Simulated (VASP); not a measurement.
# WS2 in VASP: single point with PBE+D3(BJ)

Aim: the single point of WS2 with PBE+D3(BJ).

Everything below comes from runs of VASP 6.6.1. Logs are shortened: lines on timing, memory, paths and dates and some standing lists are left out, and cuts for length are marked.

## Step 1: The cell of the first run

The cell holds a slab with vacuum, 6 atoms: a = 3.160 Å, b = 3.160 Å, c = 23.804 Å, α = 90.00°, β = 90.00°, γ = 120.00°.

## Step 2: Single point, PBE+D3(BJ)

Contents of INCAR:

```
SYSTEM = WS2
PREC = Accurate ; ENCUT = 520
EDIFF = 1E-7 ; ISMEAR = 0
SIGMA = 0.05 ; LREAL = .False.
LASPH = .True. ; NELM = 80
ALGO = Normal ; ISIF = 2
LWAVE = .False. ; LCHARG = .True.
LDIPOL = .True. ; IDIPOL = 3
DIPOL = 0.5 0.5 0.390 ; GGA = PE
IVDW = 12 ; LELF = .True.
LVHAR = .True. ; LVACPOTAV = .True.
NBANDS = 35
```

Contents of KPOINTS:

```
Automatic mesh
0
Gamma
  9 9 1
  0 0 0
```

Contents of POSCAR:

```
WS2
1.0
    3.1595456682      0.0000000000      0.0000000000
   -1.5797728341      2.7362468131      0.0000000000
    0.0000000000      0.0000000000     23.8042574330
S W
4 2
Direct
    0.3333333333      0.6666666667      0.1890418137
    0.3333333333      0.6666666667      0.3214605092
    0.5000000000      1.0000000000      0.4575706151
    0.5000000000      1.0000000000      0.5899893106
    0.6666666667      0.3333333333      0.2552511584
    0.8333333333      0.6666666667      0.5237799598
```

Potentials or basis: VASP PAW PBE potentials, release 64 (S, W_sv).

Launch:

```
> cat potpaw_PBE.64/S/POTCAR potpaw_PBE.64/W_sv/POTCAR > POTCAR
> mpirun -np 1 vasp_std > vasp.out
```

OUTCAR:

```text
SYSTEM = WS2
   PREC = Accurate
   ENCUT = 520
   EDIFF = 1E-7
   ISMEAR = 0
   LREAL = .False.
   LASPH = .True.
   NELM = 80
   ISIF = 2
   GGA = PE
   IVDW = 12
 IVDW          = 12

 ion  position               nearest neighbor table
   1  0.333  0.667  0.189-   5 2.41   5 2.41   5 2.41
   2  0.333  0.667  0.321-   5 2.41   5 2.41   5 2.41
   3  0.500  0.000  0.458-   6 2.41   6 2.41   6 2.41
   4  0.500  0.000  0.590-   6 2.41   6 2.41   6 2.41
   5  0.667  0.333  0.255-   1 2.41   1 2.41   1 2.41   2 2.41   2 2.41   2 2.41
   6  0.833  0.667  0.524-   3 2.41   3 2.41   3 2.41   4 2.41   4 2.41   4 2.41

  LATTYP: Found a hexagonal cell.
 ALAT       =     3.1595456682
 C/A-ratio  =     7.5340760770

  Lattice vectors:

 A1 = (   3.1595456682,   0.0000000000,   0.0000000000)
 A2 = (  -1.5797728341,   2.7362468131,   0.0000000000)
 A3 = (   0.0000000000,   0.0000000000,  23.8042574330)

Analysis of symmetry for initial positions (statically):
=====================================================================
 Subroutine PRICEL returns:
 Original cell was already a primitive cell.

 Routine SETGRP: Setting up the symmetry group for a
 hexagonal supercell.

 Subroutine GETGRP returns: Found  2 space group operations
 (whereof  2 operations were pure point group operations)
 out of a pool of 24 trial point group operations.

The static configuration has the point symmetry C_1h.

Analysis of symmetry for dynamics (positions and initial velocities):
=====================================================================
 Subroutine PRICEL returns:
 Original cell was already a primitive cell.

 Routine SETGRP: Setting up the symmetry group for a
 hexagonal supercell.

 Subroutine GETGRP returns: Found  2 space group operations
 (whereof  2 operations were pure point group operations)
 out of a pool of 24 trial point group operations.

The dynamic configuration has the point symmetry C_1h.

 Subroutine INISYM returns: Found  2 space group operations
 (whereof  2 operations are pure point group operations),
 and found     1 'primitive' translations

----------------------------------------------------------------------------------------

                                     Primitive cell

  volume of cell :     205.7949

  direct lattice vectors                    reciprocal lattice vectors
     3.159545668  0.000000000  0.000000000     0.316501201  0.182732054  0.000000000
[... 99 lines left out ...]
   ISIF   =      2    stress and relaxation
   ISYM   =      2    0-nonsym 1-usesym 2-fastsym
   POTIM  = 0.5000    time-step for ionic-motion
   TEBEG  =    0.0;   TEEND  =   0.0 temperature during run
   PSTRESS=    0.0 pullay stress
   NELECT =      52.0000    total number of electrons
   NUPDOWN=      -1.0000    fix difference up-down
   EMIN   =  10.00;   EMAX   =-10.00  energy-range for DOS
   EFERMI =   0.00;   METHOD = LEGACY
   ISMEAR =     0;   SIGMA  =   0.05  broadening in eV -4-tet -1-fermi 0-gaus
   EFERMI_NEDOS =   21; number of points for ismear=-14 and -15
   IALGO  =     38    algorithm
   IMIX   =      4    mixing-type and parameters
     AMIX     =   0.40;   BMIX     =  1.00
     AMIX_MAG =   1.60;   BMIX_MAG =  1.00
  volume/ion in A,a.u.               =      34.30       231.46
  Fermi-wavevector in a.u.,A,eV,Ry     =   1.034978  1.955825 14.574280  1.071179
  Thomas-Fermi vector in A             =   2.169299
   LORBIT       =      0    0 simple, 1 ext, 2 COOP (PROOUT), +10 PAW based schemes
   GGA     = PE    functional components
   LHFCALC =     F    Hartree Fock is set to
   AEXX    =    0.0000 exact exchange contribution
   IVDW    =    12    specifies the selected vdW correction
   LEPSILON=     F    determine dielectric tensor
   LRPA    =     F    only Hartree local field effects (RPA)
 non-spin polarized calculation
 Gauss-broadening in eV      SIGMA  =   0.05
  energy-cutoff  :      520.00
  volume of cell :      205.79
 maximum number of plane-waves:      5566
   NGX = 11   NGY = 11   NGZ = 89

 dipolmoment           0.000000      0.000000     -0.000001 electrons x Angstroem

 number of electron      51.9999994 magnetization

 dipolmoment           0.000000      0.000000      0.000627 electrons x Angstroem

 Free energy of the ion-electron system (eV)
  ---------------------------------------------------
  ext. energy  EPLUGINS =         0.00000000
  ---------------------------------------------------
  free energy    TOTEN  =       -47.27052538 eV

  energy without entropy =      -47.27052538  energy(sigma->0) =      -47.27052538

 E-fermi :   1.5527     XC(G=0):  -6.1304

 val. band max:        1.0963995123   @ k =   0.0000   0.0000   0.0000
 cond. band min:       2.7161122764   @ k =  -0.3333   0.2222   0.0000
 fundamental gap:      1.6197127641
 Fermi energy:         1.5527377794

 k-point     1 :       0.0000    0.0000    0.0000
  band No.  band energies     occupation
      1     -73.1971      2.00000
      2     -73.1844      2.00000
      3     -37.4504      2.00000
      4     -37.4377      2.00000
      5     -37.2744      2.00000
      6     -37.2737      2.00000
[... 901 lines left out ...]
     34       6.1662      0.00000
     35       6.8220      0.00000

 [... further k-points ...]

------------------------ aborting loop because EDIFF is reached ----------------------------------------

 Edisp (eV)   -2.15129

 E8    (eV) :    -0.9338

  FORCE on cell =-STRESS in cart. coord.  units (eV):
  Direction    XX          YY          ZZ          XY          YZ          ZX
  --------------------------------------------------------------------------------------
  -------------------------------------------------------------------------------------
  Total      -0.26284    -0.17235    -0.14782     0.00000     0.30742     0.00000
  in kB      -2.04628    -1.34176    -1.15086     0.00000     2.39334     0.00000
  external pressure =       -1.51 kB  Pullay stress =        0.00 kB

 VOLUME and BASIS-vectors are now :
 -----------------------------------------------------------------------------
  energy-cutoff  :      520.00
  volume of cell :      205.79
      direct lattice vectors                 reciprocal lattice vectors
     3.159545668  0.000000000  0.000000000     0.316501201  0.182732054  0.000000000
    -1.579772834  2.736246813  0.000000000     0.000000000  0.365464108  0.000000000
     0.000000000  0.000000000 23.804257433     0.000000000  0.000000000  0.042009292

 POSITION                                       TOTAL-FORCE (eV/Angst)
 -----------------------------------------------------------------------------------
     -0.00000      1.82416      4.50000        -0.000000      0.001974      0.003996
     -0.00000      1.82416      7.65213         0.000000     -0.070836     -0.060704
      1.57977      0.00000     10.89213         0.000000      0.069073      0.062923
      1.57977      0.00000     14.04426        -0.000000      0.000804     -0.003074
      1.57977      0.91208      6.07606        -0.000000     -0.013904      0.035312
      1.57977      1.82416     12.46819        -0.000000      0.012889     -0.038452
 -----------------------------------------------------------------------------------
    total drift:                                0.000000     -0.000059      0.000058

  FREE ENERGIE OF THE ION-ELECTRON SYSTEM (eV)
  ---------------------------------------------------
  free  energy   TOTEN  =       -49.4218161141 eV

  energy  without entropy=      -49.4218161141  energy(sigma->0) =      -49.42181611

 vacuum level on the upper side and lower side of the slab         6.480         6.467
```

OSZICAR:

```text
N       E                     dE             d eps       ncg     rms          rms(c)
DAV:   1     0.489343692532E+03    0.48934E+03   -0.27670E+04  2030   0.132E+03
DAV:   2    -0.162373491461E+02   -0.50558E+03   -0.49022E+03  2193   0.346E+02
DAV:   3    -0.489814994349E+02   -0.32744E+02   -0.32328E+02  2201   0.860E+01
[... 17 lines left out ...]
DAV:  21    -0.472705173629E+02   -0.91412E-05   -0.32976E-07  1718   0.127E-03    0.242E-03
DAV:  22    -0.472705245194E+02   -0.71565E-05   -0.51286E-07  1645   0.145E-03    0.118E-03
DAV:  23    -0.472705249379E+02   -0.41850E-06   -0.18792E-08  1438   0.484E-04    0.107E-03
DAV:  24    -0.472705251107E+02   -0.17283E-06   -0.41865E-09  1113   0.236E-04    0.610E-04
DAV:  25    -0.472705253665E+02   -0.25579E-06   -0.10182E-08  1189   0.279E-04    0.199E-04
DAV:  26    -0.472705253819E+02   -0.15408E-07   -0.11387E-09   992   0.131E-04
   1 F= -.49421816E+02 E0= -.49421816E+02  d E =-.232335E-39
```

stdout:

```text
POSCAR found type information on POSCAR S W
 POSCAR found :  2 types and       6 ions
 scaLAPACK will be used
 LDA part: xc-table for (Slater+PW92), standard interpolation
 POSCAR, INCAR and KPOINTS ok, starting setup
 FFT: planning ... GRIDC
 FFT: planning ... GRID_SOFT
 FFT: planning ... GRID
 WAVECAR not read
 entering main loop
 -----------------------------------------------------------------------------
|                                                                             |
|           W    W    AA    RRRRR   N    N  II  N    N   GGGG   !!!           |
|           W    W   A  A   R    R  NN   N  II  NN   N  G    G  !!!           |
|           W    W  A    A  R    R  N N  N  II  N N  N  G       !!!           |
|           W WW W  AAAAAA  RRRRR   N  N N  II  N  N N  G  GGG   !            |
|           WW  WW  A    A  R   R   N   NN  II  N   NN  G    G                |
|           W    W  A    A  R    R  N    N  II  N    N   GGGG   !!!           |
|                                                                             |
|     Did not find any points to average over, which means that no vacuum     |
|     field-free region was found. Please increase the size of  your cell     |
|     in the dimension of the dipole correction to obtain accurate            |
|     workfunction values.                                                    |
|                                                                             |
 -----------------------------------------------------------------------------
```

Run time: 3.3 min. Hardware: 1 thread of AMD EPYC 9R14 (Zen 4), shared host; peak memory 0.36 GiB.

What came out:

| Item | Value |
| --- | --- |
| Free energy | -49.4218 eV |
| Largest force | 0.093 eV/Å |
| Band gap on the k mesh | 1.62 eV, indirect (least direct gap 1.89 eV) |
| Dispersion energy per atom | -0.359 eV |

Forces on the atoms (eV/Å):
```
S    0.000  0.002  0.004
S    0.000 -0.071 -0.061
S    0.000  0.069  0.063
S    0.000  0.001 -0.003
W    0.000 -0.014  0.035
W    0.000  0.013 -0.038
```

Caveat: spin-orbit coupling is left out, which moves the levels of the heavy elements.
